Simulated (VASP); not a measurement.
Set up this calculation in VASP 6.6.1, as the native input.

- Task: single point
- Functional: revPBE
- Potentials or basis: VASP PAW PBE potentials, release 64 (Mg)
- Cutoff: 520 eV
- k mesh: 9 × 9 × 9
- Occupations: fermi-dirac, width 0.1 eV
- Spin: no spin polarisation
- Dipole correction: no
- Further INCAR settings: ALGO = Normal; EDIFF = 1e-06; NBANDS = 9

The structure of Mg lies in POSCAR:

```
Mg
1.0
    0.0000000000      3.6071910764      3.6071910764
    3.6071910764      0.0000000000      3.6071910764
    3.6071910764      3.6071910764      0.0000000000
Mg
2
Direct
    0.1250000000      0.1250000000      0.1250000000
    0.8750000000      0.8750000000      0.8750000000
```

This cell differs from its parent crystal: volume scaled by 1.12.

The input as run:

INCAR

```
PREC = Accurate
ENCUT = 520
EDIFF = 1E-6
ISMEAR = -1
SIGMA = 0.1
LREAL = F
LASPH = T
NELM = 60
ALGO = Normal
ISIF = 2
LWAVE = F
LCHARG = T
GGA = RE
LELF = T
LVHAR = T
NBANDS = 9
```

KPOINTS

```
regular mesh
0
Gamma
  9 9 9
```

Potentials or basis: VASP PAW PBE potentials, release 64 (Mg).

Command:

```console
$ cat potpaw_PBE.64/Mg/POTCAR > POTCAR
$ mpirun -np 1 vasp_std > vasp.out
```

Results of the run:

| Quantity | Value |
| --- | --- |
| Pressure | -0.9 GPa |
| Band gap on the k mesh | zero (band 2 reaches 2.58 eV, above the bottom of band 3 at -0.56 eV) |

Caveat: the PAW data sets were made with another functional, which shifts forces and pressure a little.

Wall time 66 s on 1 thread of AMD EPYC 7R13, on a shared host, peak memory 0.2 GiB.
